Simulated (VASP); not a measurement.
A run of VASP 6.6.1:

File INCAR:

```
PREC     = Accurate       # precision mode
ENCUT    = 520            # plane-wave cutoff, eV
EDIFF    = 1E-6           # SCF threshold, eV
ISMEAR   = 0              # smearing method
SIGMA    = 0.1            # smearing width, eV
LREAL    = False          # projectors in reciprocal space
LASPH    = True           # aspherical terms in the spheres
NELM     = 100            # most SCF steps
ALGO     = Normal         # electronic algorithm
ISIF     = 2              # what is computed and relaxed
LWAVE    = False          # write WAVECAR
LCHARG   = False          # write CHGCAR
GGA      = PE             # functional
NBANDS   = 35             # bands
```

The input KPOINTS:

```
regular mesh
0
Gamma
  12 12 4
```

The input POSCAR:

```
SnPt2Se3
1.0
    5.0026745060      0.0000000000      0.0000000000
   -2.5013372530      4.3324432091      0.0000000000
    0.0000000000      0.0000000000      9.6544940941
Sn Pt Se
1 2 3
Direct
    0.0000000000      0.0000000000      0.0000000000
    0.0000000000      0.0000000000      0.7464117300
    0.0000000000      0.0000000000      0.2535882700
    0.0000000000      0.0000000000      0.5000000000
    0.3333333333      0.6666666667      0.5000000000
    0.6666666667      0.3333333333      0.5000000000
```

Potentials or basis: VASP PAW PBE potentials, release 64 (Sn_d, Pt, Se).

The run is started by

```console
$ cat potpaw_PBE.64/Sn_d/POTCAR potpaw_PBE.64/Pt/POTCAR potpaw_PBE.64/Se/POTCAR > POTCAR
$ mpirun -np 1 vasp_std > vasp.out
```

Hardware: 1 thread of Intel(R) Xeon(R) Platinum 8375C CPU @ 2.90GHz (Ice Lake), on a shared host.

Problem. How long does it take, and how much memory?

Solution. It took 5.1 min on 1 thread of Intel(R) Xeon(R) Platinum 8375C CPU @ 2.90GHz (Ice Lake) (shared host), peak memory 0.58 GiB. Counts: scf iterations 15, k points 57.
